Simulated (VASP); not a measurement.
# NaF (Fdd2) in VASP: a series of runs

The runs below take NaF through single point, with PBE.

Everything below comes from runs of VASP 6.6.1. Logs are shortened: lines on timing, memory, paths and dates and some standing lists are left out, and cuts for length are marked.

### 1 The cell of the first run

Symmetry: Fdd2, No. 43, orthorhombic system. Conventional cell: a = 3.130 Å, b = 6.486 Å, c = 10.460 Å, α = 90.00°, β = 90.00°, γ = 90.00°. Within 2.8 Å of Na (site symmetry 2) lie 4 F at 2.11 to 2.17 Å. Within 2.8 Å of F (site symmetry 2) lie 4 Na at 2.11 to 2.17 Å.

The cell was built from a structure type or drawn by symmetry, and may not be a known phase.

### 2 Single point, PBE

Contents of INCAR:

```
PREC = Accurate
ENCUT = 520
EDIFF = 1E-6
ISMEAR = 0
SIGMA = 0.1
LREAL = F
LASPH = T
NELM = 100
ALGO = Normal
ISIF = 2
LWAVE = F
LCHARG = F
GGA = PE
NBANDS = 22
```

Contents of KPOINTS:

```
regular mesh
0
Gamma
  6 6 6
```

Contents of POSCAR:

```
NaF
1.0
    0.0000000000      3.2429680400      5.2300677000
    1.5652032600      0.0000000000      5.2300677000
    1.5652032600      3.2429680400      0.0000000000
Na F
2 2
Direct
    0.1826694600      0.1826694600      0.8173305400
    0.4326694600      0.4326694600      0.0673305400
    0.8173305400      0.8173305400      0.1826694600
    0.0673305400      0.0673305400      0.4326694600
```

Potentials or basis: VASP PAW PBE potentials, release 64 (Na_pv, F).

The run is started by

```console
$ cat potpaw_PBE.64/Na_pv/POTCAR potpaw_PBE.64/F/POTCAR > POTCAR
$ mpirun -np 1 vasp_std > vasp.out
```

OUTCAR:

```text
PREC = Accurate
   ENCUT = 520
   EDIFF = 1E-6
   ISMEAR = 0
   LREAL = F
   LASPH = T
   NELM = 100
   ISIF = 2
   GGA = PE

 ion  position               nearest neighbor table
   1  0.183  0.183  0.817-   3 2.11   3 2.11   4 2.17   4 2.17
   2  0.433  0.433  0.067-   4 2.11   4 2.11   3 2.17   3 2.17
   3  0.817  0.817  0.183-   1 2.11   1 2.11   2 2.17   2 2.17
   4  0.067  0.067  0.433-   2 2.11   2 2.11   1 2.17   1 2.17

  LATTYP: Found a face centered orthorhombic cell.
 ALAT       =     3.1304065200
 B/A-ratio  =     2.0719149537
 C/A-ratio  =     3.3414623095

  Lattice vectors:

 A1 = (   0.0000000000,   3.2429680400,   5.2300677000)
 A2 = (   1.5652032600,   0.0000000000,   5.2300677000)
 A3 = (   1.5652032600,   3.2429680400,   0.0000000000)

Analysis of symmetry for initial positions (statically):
=====================================================================
 Subroutine PRICEL returns:
 Original cell was already a primitive cell.

 Routine SETGRP: Setting up the symmetry group for a
 face centered orthorhombic supercell.

 Subroutine GETGRP returns: Found  4 space group operations
 (whereof  2 operations were pure point group operations)
 out of a pool of  8 trial point group operations.

The static configuration has the point symmetry C_2 .
 The point group associated with its full space group is C_2v.

Analysis of symmetry for dynamics (positions and initial velocities):
=====================================================================
 Subroutine PRICEL returns:
 Original cell was already a primitive cell.

 Routine SETGRP: Setting up the symmetry group for a
 face centered orthorhombic supercell.

 Subroutine GETGRP returns: Found  4 space group operations
 (whereof  2 operations were pure point group operations)
 out of a pool of  8 trial point group operations.

The dynamic configuration has the point symmetry C_2 .
 The point group associated with its full space group is C_2v.

 Subroutine INISYM returns: Found  4 space group operations
 (whereof  2 operations are pure point group operations),
 and found     1 'primitive' translations

----------------------------------------------------------------------------------------

                                     Primitive cell

  volume of cell :      53.0946

  direct lattice vectors                    reciprocal lattice vectors
     0.000000000  3.242968040  5.230067700    -0.319447329  0.154179749  0.095601057
     1.565203260  0.000000000  5.230067700     0.319447329 -0.154179749  0.095601057
     1.565203260  3.242968040  0.000000000     0.319447329  0.154179749 -0.095601057

  length of vectors
     6.153897127  5.459255388  3.600930845     0.367365694  0.367365694  0.367365694

  position of ions in fractional coordinates (direct lattice)
     0.182669460  0.182669460  0.817330540
     0.432669460  0.432669460  0.067330540
     0.817330540  0.817330540  0.182669460
     0.067330540  0.067330540  0.432669460

  ion indices of the primitive-cell ions
   primitive index   ion index
                 1           1
                 2           2
                 3           3
                 4           4

----------------------------------------------------------------------------------------

 KPOINTS: regular mesh

Automatic generation of k-mesh.
 Grid dimensions read from file:
 generate k-points for:    6    6    6

 Generating k-lattice:

  Cartesian coordinates                     Fractional coordinates (reciprocal lattice)
    -0.053241221  0.025696625  0.015933509     0.166666667 -0.000000000 -0.000000000
     0.053241221 -0.025696625  0.015933509     0.000000000  0.166666667  0.000000000
     0.053241221  0.025696625 -0.015933509     0.000000000  0.000000000  0.166666667

  Length of vectors
     0.061227616  0.061227616  0.061227616

  Shift w.r.t. Gamma in fractional coordinates (k-lattice)
     0.000000000  0.000000000  0.000000000

 Subroutine IBZKPT returns following result:
 ===========================================

 Found     46 irreducible k-points:

 Following reciprocal coordinates:
            Coordinates               Weight
  0.000000  0.000000  0.000000      1.000000
  0.166667  0.000000  0.000000      8.000000
  0.333333  0.000000 -0.000000      8.000000
  0.500000  0.000000 -0.000000      4.000000
  0.166667  0.166667  0.000000      2.000000
  0.333333  0.166667 -0.000000      8.000000
[... 16 lines left out ...]
 -0.166667  0.166667  0.166667      8.000000
  0.500000  0.333333  0.166667      4.000000
 [... further k-points ...]
   k-points           NKPTS =     46   k-points in BZ     NKDIM =     46   number of bands    NBANDS=     22
   number of dos      NEDOS =    301   number of ions     NIONS =      4
   total plane-waves  NPLWV =  56448
   dimension x,y,z NGX =    48 NGY =   42 NGZ =   28
   dimension x,y,z NGXF=    96 NGYF=   84 NGZF=   56
   ions per type =               2   2
   NGX,Y,Z   is equivalent  to a cutoff of  12.97, 12.79, 12.93 a.u.
   NGXF,Y,Z  is equivalent  to a cutoff of  25.93, 25.58, 25.85 a.u.
 SYSTEM =  unknown system
   PREC   = accura    normal or accurate (medium, high low for compatibility)
   ISTART =      0    job   : 0-new  1-cont  2-samecut
   ICHARG =      2    charge: 1-file 2-atom 10-const
   ISPIN  =      1    spin polarized calculation?
   LNONCOLLINEAR =      F non collinear calculations
   LSORBIT =      F    spin-orbit coupling
   LASPH  =      T    aspherical Exc in radial PAW
   ENCUT  =  520.0 eV  38.22 Ry    6.18 a.u.  11.44 10.15  6.70*2*pi/ulx,y,z
   NELM   =    100;   NELMIN=  2; NELMDL= -5     # of ELM steps
   EDIFF  = 0.1E-05   stopping-criterion for ELM
   LREAL  =      F    real-space projection
   EDIFFG = 0.1E-04   stopping-criterion for IOM
   NSW    =      0    number of steps for IOM
   IBRION =     -1    ionic relax: 0-MD 1-quasi-New 2-CG
   NFREE  =      0    steps in history (QN), initial steepest desc. (CG)
   ISIF   =      2    stress and relaxation
   ISYM   =      2    0-nonsym 1-usesym 2-fastsym
   POTIM  = 0.5000    time-step for ionic-motion
   TEBEG  =    0.0;   TEEND  =   0.0 temperature during run
   PSTRESS=    0.0 pullay stress
   NELECT =      28.0000    total number of electrons
   NUPDOWN=      -1.0000    fix difference up-down
   EMIN   =  10.00;   EMAX   =-10.00  energy-range for DOS
   EFERMI =   0.00;   METHOD = LEGACY
   ISMEAR =     0;   SIGMA  =   0.10  broadening in eV -4-tet -1-fermi 0-gaus
   EFERMI_NEDOS =   21; number of points for ismear=-14 and -15
   IALGO  =     38    algorithm
   IMIX   =      4    mixing-type and parameters
     AMIX     =   0.40;   BMIX     =  1.00
     AMIX_MAG =   1.60;   BMIX_MAG =  1.00
  volume/ion in A,a.u.               =      13.27        89.58
  Fermi-wavevector in a.u.,A,eV,Ry     =   1.322647  2.499440 23.801963  1.749395
  Thomas-Fermi vector in A             =   2.452313
   LORBIT       =      0    0 simple, 1 ext, 2 COOP (PROOUT), +10 PAW based schemes
   GGA     = PE    functional components
   LHFCALC =     F    Hartree Fock is set to
   AEXX    =    0.0000 exact exchange contribution
   IVDW    =     0    specifies the selected vdW correction
   LEPSILON=     F    determine dielectric tensor
   LRPA    =     F    only Hartree local field effects (RPA)
 non-spin polarized calculation
 Gauss-broadening in eV      SIGMA  =   0.10
  energy-cutoff  :      520.00
  volume of cell :       53.09
 maximum number of plane-waves:      1442
 NGX is ok and might be reduce to    48
   NGX = 23   NGY = 21   NGZ = 13

 number of electron      27.9999997 magnetization

 Free energy of the ion-electron system (eV)
  ---------------------------------------------------
  ext. energy  EPLUGINS =         0.00000000
  ---------------------------------------------------
  free energy    TOTEN  =       -16.54677714 eV

  energy without entropy =      -16.54677714  energy(sigma->0) =      -16.54677714

 E-fermi :  -1.9300     XC(G=0):  -8.7221

 val. band max:       -2.3533040327   @ k =   0.0000   0.0000   0.0000
 cond. band min:       3.5602790752   @ k =   0.0000   0.0000   0.0000
 fundamental gap:      5.9135831079
 Fermi energy:        -1.9300110787

 k-point     1 :       0.0000    0.0000    0.0000
  band No.  band energies     occupation
      1     -22.2918      2.00000
      2     -21.5853      2.00000
      3     -21.3146      2.00000
      4     -21.2858      2.00000
      5     -21.2223      2.00000
      6     -21.2043      2.00000
[... 14 lines left out ...]
     21      17.6028      0.00000
     22      18.1527      0.00000

 k-point     2 :       0.1667    0.0000    0.0000
  band No.  band energies     occupation
      1     -22.2144      2.00000
      2     -21.8444      2.00000
      3     -21.3179      2.00000
      4     -21.3026      2.00000
      5     -21.2362      2.00000
      6     -21.2265      2.00000
[... 14 lines left out ...]
     21      16.8512      0.00000
     22      17.4236      0.00000

 k-point     3 :       0.3333    0.0000   -0.0000
  band No.  band energies     occupation
      1     -22.1502      2.00000
      2     -22.0090      2.00000
      3     -21.3458      2.00000
      4     -21.3184      2.00000
      5     -21.2618      2.00000
      6     -21.2402      2.00000
[... 14 lines left out ...]
     21      16.1807      0.00000
     22      17.0565      0.00000
[... 476 lines left out ...]
 k-point    23 :      -0.1667    0.1667    0.1667
  band No.  band energies     occupation
      1     -22.2441      2.00000
      2     -21.9101      2.00000
      3     -21.3538      2.00000
      4     -21.3430      2.00000
      5     -21.2775      2.00000
      6     -21.2334      2.00000
[... 14 lines left out ...]
     21      16.1520      0.00000
     22      17.6287      0.00000

 k-point    24 :       0.5000    0.3333    0.1667
  band No.  band energies     occupation
      1     -22.1828      2.00000
      2     -21.9481      2.00000
      3     -21.3107      2.00000
      4     -21.2866      2.00000
      5     -21.2259      2.00000
      6     -21.2148      2.00000
[... 14 lines left out ...]
     21      18.2888      0.00000
     22      18.6682      0.00000

 [... further k-points ...]

------------------------ aborting loop because EDIFF is reached ----------------------------------------

  FORCE on cell =-STRESS in cart. coord.  units (eV):
  Direction    XX          YY          ZZ          XY          YZ          ZX
  --------------------------------------------------------------------------------------
  -------------------------------------------------------------------------------------
  Total        2.8979738      1.1084988      3.4601086      0.0000000      0.0000000      0.0000000
  in kB       87.4488923     33.4499212    104.4118032      0.0000000      0.0000000      0.0000000
  external PRESSURE =      75.1035389 kB  Pullay stress =       0.0000000 kB

 VOLUME and BASIS-vectors are now :
 -----------------------------------------------------------------------------
  energy-cutoff  :      520.00
  volume of cell :       53.09
      direct lattice vectors                 reciprocal lattice vectors
     0.000000000  3.242968040  5.230067700    -0.319447329  0.154179749  0.095601057
     1.565203260  0.000000000  5.230067700     0.319447329 -0.154179749  0.095601057
     1.565203260  3.242968040  0.000000000     0.319447329  0.154179749 -0.095601057

 POSITION                                       TOTAL-FORCE (eV/Angst)
 -----------------------------------------------------------------------------------
      1.56520      3.24297      1.91075        -0.000000      0.000000     -0.377778
      0.78260      1.62148      4.52578         0.000000     -0.000000     -0.377778
      1.56520      3.24297      8.54939         0.000000     -0.000000      0.377778
      0.78260      1.62148      0.70429        -0.000000      0.000000      0.377778
 -----------------------------------------------------------------------------------
    total drift:                               -0.000015      0.000033      0.000690

  FREE ENERGIE OF THE ION-ELECTRON SYSTEM (eV)
  ---------------------------------------------------
  free  energy   TOTEN  =       -16.5467771406 eV

  energy  without entropy=      -16.5467771406  energy(sigma->0) =      -16.54677714
```

Wall time 54 s (1 thread of AMD EPYC 9R45 (Zen 5), shared host); peak memory 0.2 GiB.

What came out:

```
Free energy            : -16.5468 eV
Pressure               : 7.5 GPa
Largest force          : 0.378 eV/Å
Band gap on the k mesh : 5.91 eV
```

Forces on the atoms (eV/Å):
```
Na   0.000  0.000 -0.378
Na   0.000  0.000 -0.378
F    0.000  0.000  0.378
F    0.000  0.000  0.378
```

Levels at points of the mesh, in eV from the valence-band top:
| k point | band 11 | band 12 | band 13 | band 14 | band 15 | band 16 | band 17 | band 18 |
| --- | --- | --- | --- | --- | --- | --- | --- | --- |
| (0.00, 0.00, 0.00) | -0.31 | -0.08 | -0.08 | 0.00 | 5.91 | 10.28 | 12.09 | 17.99 |
| (0.50, 0.00, 0.00) | -0.72 | -0.48 | -0.39 | -0.17 | 10.50 | 11.49 | 12.43 | 13.35 |
| (0.50, 0.50, 0.00) | -0.35 | -0.35 | -0.05 | -0.05 | 7.74 | 7.74 | 15.02 | 15.02 |
| (0.50, 0.00, 0.50) | -0.65 | -0.65 | -0.14 | -0.14 | 9.94 | 9.94 | 13.93 | 13.93 |
| (0.00, 0.50, 0.50) | -0.29 | -0.29 | -0.12 | -0.12 | 10.52 | 10.52 | 12.00 | 12.00 |

Caveat: the cell stands under pressure. A k mesh can miss the band edges.

### 3 Single point, PBE

This run uses another cell than the first one, of 14.98 Å³/atom.

Contents of INCAR:

```
SYSTEM = NaF
PREC = Accurate ; ENCUT = 520
EDIFF = 1E-6 ; ISMEAR = 0
SIGMA = 0.1 ; LREAL = .FALSE.
LASPH = .TRUE. ; NELM = 60
ALGO = Normal ; ISIF = 2
LWAVE = .FALSE. ; LCHARG = .FALSE.
GGA = PE ; NBANDS = 22
```

Contents of KPOINTS:

```
Automatic mesh
0
G
  6 6 6
  0 0 0
```

Contents of POSCAR:

```
NaF
1.0
    0.0000000000      3.1872754058      5.7145026662
    1.6446123814      0.0000000000      5.7145026662
    1.6446123814      3.1872754058      0.0000000000
Na F
2 2
Direct
    0.1831969445      0.1831969445      0.8168030555
    0.4331969445      0.4331969445      0.0668030555
    0.8168030555      0.8168030555      0.1831969445
    0.0668030555      0.0668030555      0.4331969445
```

Potentials or basis: VASP PAW PBE potentials, release 64 (Na_pv, F).

The run is started by

```console
$ cat potpaw_PBE.64/Na_pv/POTCAR potpaw_PBE.64/F/POTCAR > POTCAR
$ mpirun -np 1 vasp_std > vasp.out
```

It took 63 s on 1 thread of AMD EPYC 9R45 (Zen 5), shared host; peak memory 0.21 GiB.

It converged, with:

```
Free energy            : -16.7673 eV
Pressure               : 0.2 GPa
Band gap on the k mesh : 5.39 eV
```

Stress tensor (GPa, compression positive):
```
 0.21  0.00  0.00
 0.00 -0.01  0.00
 0.00  0.00  0.39
```

Levels at points of the mesh, in eV from the valence-band top:
```
           k point  band 10  band 11  band 12  band 13  band 14  band 15  band 16  band 17  band 18  band 19
(0.00, 0.00, 0.00)    -0.27    -0.25    -0.17    -0.08     0.00     5.39     9.65    10.66    17.36    17.37
(0.50, 0.00, 0.00)    -0.98    -0.64    -0.43    -0.36    -0.21     9.86    10.66    11.60    12.37    13.38
(0.50, 0.50, 0.00)    -0.83    -0.25    -0.25    -0.05    -0.05     6.99     6.99    13.79    13.79    17.82
(0.50, 0.00, 0.50)    -0.99    -0.60    -0.60    -0.18    -0.18     9.50     9.50    12.89    12.89    13.50
(0.00, 0.50, 0.50)    -1.21    -0.36    -0.36    -0.18    -0.18     9.93     9.93    11.21    11.21    14.86
```

A k mesh can miss the band edges.

(Part 1 of 2 ends here.)
